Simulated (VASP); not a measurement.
Input of a VASP 6.6.1 run:

Contents of POSCAR:

```
TaRu
1.0
    3.2289390200      0.0000000000      0.0000000000
    0.0000000000      3.2289390200      0.0000000000
    0.0000000000      0.0000000000      3.2289390200
Ta Ru
1 1
Direct
    0.5000000000      0.5000000000      0.5000000000
    0.0000000000      0.0000000000      0.0000000000
```

Contents of INCAR.step1:

```
ALGO     = Normal         # electronic algorithm
EDIFF    = 1E-4           # SCF threshold, eV
ENCUT    = 600            # plane-wave cutoff, eV
GGA      = PE             # functional
ISMEAR   = -1             # smearing method
LASPH    = True           # aspherical terms in the spheres
LCHARG   = False          # write CHGCAR
LREAL    = False          # projectors in reciprocal space
LWAVE    = True           # write WAVECAR
NELM     = 100            # most SCF steps
PREC     = Accurate       # precision mode
SIGMA    = 0.05           # smearing width, eV
```

INCAR.step2

```
ALGO     = Normal         # electronic algorithm
EDIFF    = 1E-7           # SCF threshold, eV
EDIFFG   = -0.005         # ionic threshold
ENCUT    = 600            # plane-wave cutoff, eV
IBRION   = 2              # ionic algorithm
ISIF     = 3              # what is computed and relaxed
ISMEAR   = -1             # smearing method
ISTART   = 1            
LASPH    = True           # aspherical terms in the spheres
LCHARG   = False          # write CHGCAR
LMIXTAU  = True         
LREAL    = False          # projectors in reciprocal space
LWAVE    = False          # write WAVECAR
METAGGA  = R2SCAN         # meta-GGA
NELM     = 100            # most SCF steps
NSW      = 100            # ionic steps
PREC     = Accurate       # precision mode
SIGMA    = 0.05           # smearing width, eV
```

The input KPOINTS:

```
k-points
0
Gamma
  10 10 10
```

Potentials or basis: VASP PAW PBE potentials, release 64 (Ta_pv, Ru_pv).

Run with:

```sh
$ cat potpaw_PBE.64/Ta_pv/POTCAR potpaw_PBE.64/Ru_pv/POTCAR > POTCAR
$ cp INCAR.step1 INCAR
$ mpirun -np 1 vasp_std > vasp.out
$ cp INCAR.step2 INCAR
$ mpirun -np 1 vasp_std > vasp.out
```

Q: Predict the space group after relaxing (to 0.05 Å).

A: Pm-3m (No. 221).

Q: Estimate the relaxed cell.

A: a = 3.160 Å, b = 3.160 Å, c = 3.160 Å, α = 90.00°, β = 90.00°, γ = 90.00°.

Step by step:
| step | energy change (eV) | largest force (eV/Å) | pressure (GPa) | volume (Å³) |
| --- | --- | --- | --- | --- |
| 1 | 0.0000 | 0.0000 | -15.33 | 33.67 |
| 2 | 0.8466 | 0.0000 | 69.13 | 26.41 |
| 3 | -0.1070 | 0.0000 | -1.29 | 31.70 |
| 4 | -0.1076 | 0.0000 | -0.25 | 31.57 |
| 5 | -0.1076 | 0.0000 | 0.10 | 31.53 |
| 6 | -0.1076 | 0.0000 | -0.22 | 31.57 |
| 7 | -0.1076 | 0.0000 | 0.01 | 31.54 |

Caveat: the PAW data sets were made with another functional, which shifts forces and pressure a little.
